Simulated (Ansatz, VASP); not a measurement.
V in VASP and in Ansatz

```xyz
1
Lattice="-1.5137 1.5137 1.5137 1.5137 -1.5137 1.5137 1.5137 1.5137 -1.5137" Properties=species:S:1:pos:R:3 pbc="T T T"
V     0.0000    0.0000    0.0000
```

Change from the starting cell: volume scaled by 1.03.

Alike in both runs: task single point; functional PBE; k mesh 16 × 16 × 16; occupations fermi-dirac, width 0.05 eV; collinear spin.

|  | VASP | Ansatz |
| --- | --- | --- |
| version | VASP 6.6.1 | Ansatz 0.2.0 |
| potentials or method | VASP PAW PBE potentials, release 64 (V_sv), cutoff 520 eV | all-electron LAPW, scalar-relativistic |

|  | VASP | Ansatz | Ansatz less VASP |
| --- | --- | --- | --- |
| pressure (GPa) | -4.8 | -5.1 | -0.26 |
| net moment per atom (μB) | 0.00 | 0.00 | 0.000 |

Ansatz ran all-electron here, and VASP with PAW potentials. Ansatz's warnings: seeded moment not kept.
